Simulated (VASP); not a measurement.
A run of VASP 6.6.1:

INCAR

```
SYSTEM = HfN
PREC = Accurate
ENCUT = 600
EDIFF = 1E-6
ISMEAR = 0
SIGMA = 0.1
LREAL = .FALSE.
LASPH = .TRUE.
NELM = 100
ALGO = Normal
ISIF = 3
LWAVE = .FALSE.
LCHARG = .FALSE.
GGA = PE
IBRION = 2
NSW = 80
EDIFFG = -0.005
```

Contents of KPOINTS:

```
regular mesh
0
G
  16 16 16
  0 0 0
```

POSCAR

```
HfN
1.0
    0.0000000000      2.2650000000      2.2650000000
    2.2650000000      0.0000000000      2.2650000000
    2.2650000000      2.2650000000      0.0000000000
Hf N
1 1
Direct
    0.0000000000      0.0000000000      0.0000000000
    0.5000000000      0.5000000000      0.5000000000
```

Potentials or basis: VASP PAW PBE potentials, release 64 (Hf_pv, N).

Run with:

```bash
$ cat potpaw_PBE.64/Hf_pv/POTCAR potpaw_PBE.64/N/POTCAR > POTCAR
$ mpirun -np 1 vasp_std > vasp.out
```

Hardware: 1 thread of Intel(R) Xeon(R) 6975P-C (Granite Rapids), with other jobs on the host.

**Question.** How long does it take, and how much memory?

**Answer.** Wall time 84 s on 1 thread of Intel(R) Xeon(R) 6975P-C (Granite Rapids) (shared host), peak memory 0.2 GiB. Counts: scf iterations 25, k points 145, ion steps 3.
